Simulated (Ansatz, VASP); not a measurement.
**YN: VASP beside Ansatz**

```
Y N
1.0
     0.00000    2.42847    2.46772
     2.42847    0.00000    2.46772
     2.42847    2.42847    0.00000
Y N
1 1
Cartesian
  0.0000 0.0000 0.0000
  2.4285 2.4285 2.4677
```

Change from the starting cell: strained cell.

Alike in both runs: functional PBE; k mesh 10 × 10 × 10; occupations gaussian, width 0.01 eV; no spin polarisation.

Ansatz relaxed the structure, and its values are those at the end. VASP's run is a single point on that final structure, the one shown.

```csv
,VASP,Ansatz
version,VASP 6.6.1,Ansatz 0.2.0
potentials or method,"VASP PAW PBE potentials, release 64 (Y_sv, N), cutoff 600 eV","scalar-relativistic, plane waves, PAW"
valence electrons in the cell,16,16
```

VASP gave:

| Item | Value |
| --- | --- |
| gap on the k mesh at the Fermi level (eV) | 0.15 |
| least direct gap on the mesh (eV) | 0.53 |
| pressure (GPa) | 2.2 |

What did Ansatz give for the same quantities?

gap on the k mesh at the Fermi level (eV): 0.15; least direct gap on the mesh (eV): 0.54; pressure (GPa): 2.4.

The functional is the same, so the differences come from potentials, cutoffs and numerics. Ansatz's warnings: stress scf threshold loose.
